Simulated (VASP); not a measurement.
# BPd4 in VASP: a series of runs

The runs below take BPd4 through single point, relaxation of cell and atoms, with PBE.

All numbers are computed with VASP 6.6.1; they aren't measurements. Logs are shortened: lines on timing, memory, paths and dates and some standing lists are left out, and cuts for length are marked.

### 1 The cell of the first run

The typed cell holds 5 atoms: a = 5.452 Å, b = 5.452 Å, c = 2.766 Å, α = 90.00°, β = 90.00°, γ = 120.00°.

The cell was built from a structure type or drawn by symmetry, and may not be a known phase.

### 2 Single point, PBE

Input file INCAR:

```
PREC     = Accurate       # precision mode
ENCUT    = 520            # plane-wave cutoff, eV
EDIFF    = 1E-7           # SCF threshold, eV
ISMEAR   = 0              # smearing method
SIGMA    = 0.1            # smearing width, eV
LREAL    = F              # projectors in reciprocal space
LASPH    = T              # aspherical terms in the spheres
NELM     = 60             # most SCF steps
ALGO     = Normal         # electronic algorithm
ISIF     = 2              # what is computed and relaxed
LWAVE    = F              # write WAVECAR
LCHARG   = T              # write CHGCAR
GGA      = PE             # functional
LELF     = T              # ELF
LVHAR    = T            
NBANDS   = 30             # bands
```

Input file KPOINTS:

```
regular mesh
0
Gamma
  6 6 4
```

Input file POSCAR:

```
BPd4
1.0
    5.4520178404      0.0000000000      0.0000000000
   -2.7260089202      4.7215859517      0.0000000000
    0.0000000000      0.0000000000      2.7661746797
B Pd
1 4
Direct
    0.6666666667      0.3333333333      1.0624409127
    0.4970795734      0.5029204266      0.5624513189
    0.4970795734     -0.0058408532      0.5624513189
    1.0058408532      0.5029204266      0.5624513189
    0.0000000000      0.0000000000      0.0624989605
```

Potentials or basis: VASP PAW PBE potentials, release 64 (B, Pd).

On the command line:

```bash
$ cat potpaw_PBE.64/B/POTCAR potpaw_PBE.64/Pd/POTCAR > POTCAR
$ mpirun -np 1 vasp_std > vasp.out
```

OUTCAR:

```text
PREC = Accurate
   ENCUT = 520
   EDIFF = 1E-7
   ISMEAR = 0
   LREAL = F
   LASPH = T
   NELM = 60
   ISIF = 2
   GGA = PE

 ion  position               nearest neighbor table
   1  0.667  0.333  0.062-   4 2.12   3 2.12   2 2.12   4 2.12   3 2.12   2 2.12
   2  0.497  0.503  0.562-   1 2.12   1 2.12   4 2.68   3 2.68   4 2.77   3 2.77   5 3.06   5 3.06
                             5 3.06   5 3.06
   3  0.497  0.994  0.562-   1 2.12   1 2.12   4 2.68   2 2.68   4 2.77   2 2.77   5 3.06   5 3.06
                             5 3.06   5 3.06
   4  0.006  0.503  0.562-   1 2.12   1 2.12   2 2.68   3 2.68   2 2.77   3 2.77   5 3.06   5 3.06
                             5 3.06   5 3.06
   5  0.000  0.000  0.062-   3 3.06   3 3.06   2 3.06   4 3.06   2 3.06   4 3.06   3 3.06   3 3.06
                             2 3.06   4 3.06   2 3.06   4 3.06

  LATTYP: Found a hexagonal cell.
 ALAT       =     5.4520178404
 C/A-ratio  =     0.5073671365

  Lattice vectors:

 A1 = (   5.4520178404,   0.0000000000,   0.0000000000)
 A2 = (  -2.7260089202,   4.7215859517,   0.0000000000)
 A3 = (   0.0000000000,   0.0000000000,   2.7661746797)

Analysis of symmetry for initial positions (statically):
=====================================================================
 Subroutine PRICEL returns:
 Original cell was already a primitive cell.

 Routine SETGRP: Setting up the symmetry group for a
 hexagonal supercell.

 Subroutine GETGRP returns: Found  6 space group operations
 (whereof  6 operations were pure point group operations)
 out of a pool of 24 trial point group operations.

The static configuration has the point symmetry C_3v.

Analysis of symmetry for dynamics (positions and initial velocities):
=====================================================================
 Subroutine PRICEL returns:
 Original cell was already a primitive cell.

 Routine SETGRP: Setting up the symmetry group for a
 hexagonal supercell.

 Subroutine GETGRP returns: Found  6 space group operations
 (whereof  6 operations were pure point group operations)
 out of a pool of 24 trial point group operations.

The dynamic configuration has the point symmetry C_3v.

 Subroutine INISYM returns: Found  6 space group operations
 (whereof  6 operations are pure point group operations),
 and found     1 'primitive' translations

----------------------------------------------------------------------------------------

                                     Primitive cell

  volume of cell :      71.2073

  direct lattice vectors                    reciprocal lattice vectors
     5.452017840  0.000000000  0.000000000     0.183418329  0.105896621  0.000000000
    -2.726008920  4.721585952  0.000000000     0.000000000  0.211793243  0.000000000
     0.000000000  0.000000000  2.766174680     0.000000000  0.000000000  0.361510069

  length of vectors
     5.452017840  5.452017840  2.766174680     0.211793243  0.211793243  0.361510069

  position of ions in fractional coordinates (direct lattice)
     0.666666667  0.333333333  0.062440913
     0.497079573  0.502920427  0.562451319
     0.497079573  0.994159147  0.562451319
     0.005840853  0.502920427  0.562451319
     0.000000000  0.000000000  0.062498961

  ion indices of the primitive-cell ions
   primitive index   ion index
                 1           1
                 2           2
                 3           3
                 4           4
                 5           5

----------------------------------------------------------------------------------------

 KPOINTS: regular mesh

Automatic generation of k-mesh.
 Grid dimensions read from file:
 generate k-points for:    6    6    4

 Generating k-lattice:

  Cartesian coordinates                     Fractional coordinates (reciprocal lattice)
     0.030569721  0.017649437  0.000000000     0.166666667  0.000000000  0.000000000
     0.000000000  0.035298874  0.000000000     0.000000000  0.166666667  0.000000000
     0.000000000  0.000000000  0.090377517     0.000000000  0.000000000  0.250000000

  Length of vectors
     0.035298874  0.035298874  0.090377517

  Shift w.r.t. Gamma in fractional coordinates (k-lattice)
     0.000000000  0.000000000  0.000000000

 Subroutine IBZKPT returns following result:
 ===========================================

 Found     24 irreducible k-points:

 Following reciprocal coordinates:
            Coordinates               Weight
  0.000000  0.000000  0.000000      1.000000
  0.166667  0.000000  0.000000      6.000000
  0.333333  0.000000  0.000000      6.000000
  0.500000  0.000000  0.000000      3.000000
  0.166667  0.166667  0.000000      6.000000
  0.333333  0.166667  0.000000     12.000000
[... 16 lines left out ...]
  0.333333  0.166667  0.500000     12.000000
  0.333333  0.333333  0.500000      2.000000
   k-points           NKPTS =     24   k-points in BZ     NKDIM =     24   number of bands    NBANDS=     30
   number of dos      NEDOS =    301   number of ions     NIONS =      5
   total plane-waves  NPLWV =  42336
   dimension x,y,z NGX =    42 NGY =   42 NGZ =   24
   dimension x,y,z NGXF=    84 NGYF=   84 NGZF=   48
   ions per type =               1   4
   NGX,Y,Z   is equivalent  to a cutoff of  12.81, 12.81, 14.42 a.u.
   NGXF,Y,Z  is equivalent  to a cutoff of  25.61, 25.61, 28.85 a.u.
 SYSTEM =  unknown system
   PREC   = accura    normal or accurate (medium, high low for compatibility)
   ISTART =      0    job   : 0-new  1-cont  2-samecut
   ICHARG =      2    charge: 1-file 2-atom 10-const
   ISPIN  =      1    spin polarized calculation?
   LNONCOLLINEAR =      F non collinear calculations
   LSORBIT =      F    spin-orbit coupling
   LASPH  =      T    aspherical Exc in radial PAW
   ENCUT  =  520.0 eV  38.22 Ry    6.18 a.u.  10.14 10.14  5.14*2*pi/ulx,y,z
   NELM   =     60;   NELMIN=  2; NELMDL= -5     # of ELM steps
   EDIFF  = 0.1E-06   stopping-criterion for ELM
   LREAL  =      F    real-space projection
   EDIFFG = 0.1E-05   stopping-criterion for IOM
   NSW    =      0    number of steps for IOM
   IBRION =     -1    ionic relax: 0-MD 1-quasi-New 2-CG
   NFREE  =      0    steps in history (QN), initial steepest desc. (CG)
   ISIF   =      2    stress and relaxation
   ISYM   =      2    0-nonsym 1-usesym 2-fastsym
   POTIM  = 0.5000    time-step for ionic-motion
   TEBEG  =    0.0;   TEEND  =   0.0 temperature during run
   PSTRESS=    0.0 pullay stress
   NELECT =      43.0000    total number of electrons
   NUPDOWN=      -1.0000    fix difference up-down
   EMIN   =  10.00;   EMAX   =-10.00  energy-range for DOS
   EFERMI =   0.00;   METHOD = LEGACY
   ISMEAR =     0;   SIGMA  =   0.10  broadening in eV -4-tet -1-fermi 0-gaus
   EFERMI_NEDOS =   21; number of points for ismear=-14 and -15
   IALGO  =     38    algorithm
   IMIX   =      4    mixing-type and parameters
     AMIX     =   0.40;   BMIX     =  1.00
     AMIX_MAG =   1.60;   BMIX_MAG =  1.00
  volume/ion in A,a.u.               =      14.24        96.11
  Fermi-wavevector in a.u.,A,eV,Ry     =   1.383745  2.614899 26.051758  1.914750
  Thomas-Fermi vector in A             =   2.508314
   LORBIT       =      0    0 simple, 1 ext, 2 COOP (PROOUT), +10 PAW based schemes
   GGA     = PE    functional components
   LHFCALC =     F    Hartree Fock is set to
   AEXX    =    0.0000 exact exchange contribution
   IVDW    =     0    specifies the selected vdW correction
   LEPSILON=     F    determine dielectric tensor
   LRPA    =     F    only Hartree local field effects (RPA)
 non-spin polarized calculation
 Gauss-broadening in eV      SIGMA  =   0.10
  energy-cutoff  :      520.00
  volume of cell :       71.21
 maximum number of plane-waves:      1956
 NGX is ok and might be reduce to    42
   NGX = 21   NGY = 21   NGZ = 11

 number of electron      43.0000002 magnetization

 Free energy of the ion-electron system (eV)
  ---------------------------------------------------
  ext. energy  EPLUGINS =         0.00000000
  ---------------------------------------------------
  free energy    TOTEN  =       -28.02756856 eV

  energy without entropy =      -28.01368743  energy(sigma->0) =      -28.02062800

 E-fermi :   8.5901     XC(G=0): -12.5470

 val. band max:        8.5725242063   @ k =   0.0000   0.3333   0.2500
 cond. band min:       8.6044863094   @ k =   0.1667   0.0000   0.0000
 fundamental gap:      0.0319621031
 Fermi energy:         8.5901308487

 k-point     1 :       0.0000    0.0000    0.0000
  band No.  band energies     occupation
      1      -1.2401      2.00000
      2       2.8691      2.00000
      3       2.8691      2.00000
      4       3.0222      2.00000
      5       3.6118      2.00000
      6       4.2735      2.00000
[... 22 lines left out ...]
     29      18.0827      0.00000
     30      18.0827      0.00000

 k-point     2 :       0.1667    0.0000    0.0000
  band No.  band energies     occupation
      1      -1.1373      2.00000
      2       2.7534      2.00000
      3       2.9658      2.00000
      4       3.2260      2.00000
      5       3.7096      2.00000
      6       4.2708      2.00000
[... 22 lines left out ...]
     29      17.7688      0.00000
     30      18.0796      0.00000

 k-point     3 :       0.3333    0.0000    0.0000
  band No.  band energies     occupation
      1      -0.9103      2.00000
      2       2.5929      2.00000
      3       3.1713      2.00000
      4       3.5871      2.00000
      5       3.9870      2.00000
      6       4.3024      2.00000
[... 22 lines left out ...]
     29      17.7774      0.00000
     30      17.7791      0.00000

 k-point     4 :       0.5000    0.0000    0.0000
  band No.  band energies     occupation
      1      -0.7830      2.00000
      2       2.5030      2.00000
      3       3.2777      2.00000
      4       3.7952      2.00000
      5       4.2788      2.00000
      6       4.3407      2.00000
[... 22 lines left out ...]
     29      17.3618      0.00000
     30      19.7161      0.00000

 k-point     5 :       0.1667    0.1667    0.0000
  band No.  band energies     occupation
      1      -0.9704      2.00000
      2       2.6690      2.00000
      3       3.0678      2.00000
      4       3.4989      2.00000
      5       3.9049      2.00000
      6       4.2976      2.00000
[... 22 lines left out ...]
     29      17.2515      0.00000
     30      18.2360      0.00000
[... 526 lines left out ...]
     29      17.1493      0.00000
     30      18.6528      0.00000

 k-point    22 :       0.1667    0.1667    0.5000
  band No.  band energies     occupation
      1       0.3957      2.00000
      2       1.8971      2.00000
      3       3.1665      2.00000
      4       3.5019      2.00000
      5       4.5841      2.00000
      6       4.5863      2.00000
[... 22 lines left out ...]
     29      17.3122      0.00000
     30      18.1261      0.00000

 k-point    23 :       0.3333    0.1667    0.5000
  band No.  band energies     occupation
      1       0.4694      2.00000
      2       2.2050      2.00000
      3       3.0637      2.00000
      4       3.5195      2.00000
      5       4.4373      2.00000
      6       4.5027      2.00000
[... 22 lines left out ...]
     29      17.2388      0.00000
     30      18.1278      0.00000

 k-point    24 :       0.3333    0.3333    0.5000
  band No.  band energies     occupation
      1       0.4964      2.00000
      2       2.3407      2.00000
      3       3.0877      2.00000
      4       3.3690      2.00000
      5       4.5900      2.00000
      6       4.6693      2.00000
[... 22 lines left out ...]
     29      17.7548      0.00000
     30      18.7497      0.00000

------------------------ aborting loop because EDIFF is reached ----------------------------------------

  FORCE on cell =-STRESS in cart. coord.  units (eV):
  Direction    XX          YY          ZZ          XY          YZ          ZX
  --------------------------------------------------------------------------------------
  -------------------------------------------------------------------------------------
  Total       -0.0133677     -0.0133677      0.0553404     -0.0000000     -0.0000000      0.0000000
  in kB       -0.3007753     -0.3007753      1.2451688     -0.0000000     -0.0000000      0.0000000
  external PRESSURE =       0.2145394 kB  Pullay stress =       0.0000000 kB

 VOLUME and BASIS-vectors are now :
 -----------------------------------------------------------------------------
  energy-cutoff  :      520.00
  volume of cell :       71.21
      direct lattice vectors                 reciprocal lattice vectors
     5.452017840  0.000000000  0.000000000     0.183418329  0.105896621  0.000000000
    -2.726008920  4.721585952  0.000000000     0.000000000  0.211793243  0.000000000
     0.000000000  0.000000000  2.766174680     0.000000000  0.000000000  0.361510069

 POSITION                                       TOTAL-FORCE (eV/Angst)
 -----------------------------------------------------------------------------------
      2.72601      1.57386      0.17272         0.000000     -0.000000      0.000317
      1.33912      2.37458      1.55584        -0.031752      0.018332     -0.000055
      0.00000      4.69401      1.55584         0.000000     -0.036664     -0.000055
     -1.33912      2.37458      1.55584         0.031752      0.018332     -0.000055
      0.00000      0.00000      0.17288        -0.000000     -0.000000     -0.000152
 -----------------------------------------------------------------------------------
    total drift:                               -0.000000      0.000000      0.000005

  FREE ENERGIE OF THE ION-ELECTRON SYSTEM (eV)
  ---------------------------------------------------
  free  energy   TOTEN  =       -28.0275685605 eV

  energy  without entropy=      -28.0136874299  energy(sigma->0) =      -28.02062800
```

Run time: 59 s. Hardware: 1 thread of Intel Xeon 6975P-C (Granite Rapids), shared host; peak memory 0.21 GiB.

Results:

```yaml
Free_energy: -28.0276 eV
Pressure: 0.0 GPa
Largest_force: 0.037 eV/Å
Band_gap_on_the_k_mesh: zero (an odd number of electrons rules out a gap without spin polarisation)
```

Forces in eV/Å, atoms in the order of the input:
```
B    0.000  0.000  0.000
Pd  -0.032  0.018  0.000
Pd   0.000 -0.037  0.000
Pd   0.032  0.018  0.000
Pd   0.000  0.000  0.000
```

Stress tensor (GPa, compression positive):
```
-0.03  0.00  0.00
 0.00 -0.03  0.00
 0.00  0.00  0.12
```

Caveat: the k points lie up to 0.57 Å⁻¹ apart, too coarse for converged energies and pressures of a metal.

(Part 1 of 2 ends here.)
